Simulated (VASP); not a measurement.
# AlNi3: single point with PBEsol

The system is AlNi3.

```xyz
4
Lattice="0.0000 2.7984 2.7984 2.7984 0.0000 2.7984 2.7984 2.7984 0.0000" Properties=species:S:1:pos:R:3 pbc="T T T"
Al    2.6685    2.6685    2.6685
Ni    1.3992    1.3992    1.3992
Ni    0.0000    0.0000    0.0000
Ni    4.1976    4.1976    4.1976
```

This cell differs from its parent crystal: atom 1 (Al) moved +0.225 Å towards its neighbour atom 2 (Ni) at 2.423 Å.

```yaml
Program: VASP 6.6.1
Task: single point
Functional: PBEsol
Potentials_or_basis: VASP PAW PBE potentials, release 64 (Al, Ni)
Cutoff: 520 eV
k_mesh: 14 × 14 × 14
Occupations: gaussian, width 0.15 eV
Spin: no spin polarisation
Dipole_correction: no
Further_INCAR_settings: ALGO = Fast; EDIFF = 1e-07; NBANDS = 24
```

```
Pressure               : 2.6 GPa
Largest force          : 2.272 eV/Å
Band gap on the k mesh : zero (an odd number of electrons rules out a gap without spin polarisation)
```

Forces in eV/Å, atoms in the order of the input:
```
Al   1.312  1.312  1.312
Ni  -0.815 -0.815 -0.815
Ni  -0.198 -0.198 -0.198
Ni  -0.298 -0.298 -0.298
```

Stress tensor (GPa, compression positive):
```
2.59 1.55 1.55
1.55 2.59 1.55
1.55 1.55 2.59
```

Levels at points of the mesh, in eV from the Fermi level:
| k point | band 12 | band 13 | band 14 | band 15 | band 16 | band 17 | band 18 | band 19 | band 20 | band 21 |
| --- | --- | --- | --- | --- | --- | --- | --- | --- | --- | --- |
| (0.00, 0.00, 0.00) | -0.91 | -0.57 | -0.57 | -0.53 | -0.53 | 5.18 | 5.36 | 5.36 | 6.09 | 6.09 |
| (0.50, 0.00, 0.00) | -1.74 | -0.66 | -0.66 | -0.49 | -0.48 | -0.15 | 4.19 | 4.19 | 4.92 | 5.02 |
| (0.50, 0.50, 0.50) | -1.75 | -0.66 | -0.66 | -0.49 | -0.49 | -0.15 | 4.32 | 4.32 | 4.85 | 4.85 |
| (0.50, 0.50, 0.00) | -1.15 | -1.09 | -0.76 | -0.60 | -0.38 | -0.37 | -0.35 | -0.03 | 4.28 | 4.67 |

It took 4 min on 1 thread of AMD EPYC 9R45 (Zen 5), with other jobs on the host, peak memory 0.34 GiB.

Caveat: the cell differs from its parent crystal (atom 1 (Al) moved +0.225 Å towards its neighbour atom 2 (Ni) at 2.423 Å); the PAW data sets were made with another functional, which shifts forces and pressure a little. Spin polarisation is off, so any magnetic state and its effect on volume and gap are missing.
